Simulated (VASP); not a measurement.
The system is Nb3As4.

```
Nb As
1.0
     5.35110    0.00000    0.00000
     0.00000    5.35110    0.00000
     0.00000    0.00000    5.35110
Nb As
3 4
Direct
  0.00000 0.00000 0.50000
  0.50000 0.00000 0.00000
  0.00000 0.50000 0.00000
  0.72069 0.72069 0.72069
  0.27931 0.27931 0.72069
  0.27931 0.72069 0.27931
  0.72069 0.27931 0.27931
```

The cell was built from a structure type or drawn by symmetry, and may not be a known phase.

```yaml
Program: VASP 6.6.1
Task: relaxation of cell and atoms
Functional: PBE
Potentials_or_basis: VASP PAW PBE potentials, release 64 (Nb_sv, As)
Cutoff: 600 eV
k_mesh: 4 × 4 × 4
Occupations: gaussian, width 0.1 eV
Spin: no spin polarisation
```

At the start: pressure 11.7 GPa; volume 21.89 Å³/atom.

Task: Where does the relaxation end?

Result: Over 4 steps the energy falls by 82.7 meV/atom and the volume is 24.06 Å³/atom (+9.9 %); space group P-43m (No. 215, to 0.1 Å) before and after.

The path:
| step | energy change (eV) | largest force (eV/Å) | pressure (GPa) | volume (Å³) |
| --- | --- | --- | --- | --- |
| 1 | 0.0000 | 1.2927 | 11.71 | 153.22 |
| 2 | 0.2951 | 1.2479 | -9.54 | 191.53 |
| 3 | -0.5785 | 0.0381 | -0.31 | 168.91 |
| 4 | -0.5791 | 0.0061 | -0.04 | 168.45 |

Final structure:
```
Nb As
1.0
     5.52273    0.00000    0.00000
     0.00000    5.52273    0.00000
     0.00000    0.00000    5.52273
Nb As
3 4
Direct
  0.00000 0.00000 0.50000
  0.50000 0.00000 0.00000
  0.00000 0.50000 0.00000
  0.71761 0.71761 0.71761
  0.28239 0.28239 0.71761
  0.28239 0.71761 0.28239
  0.71761 0.28239 0.28239
```
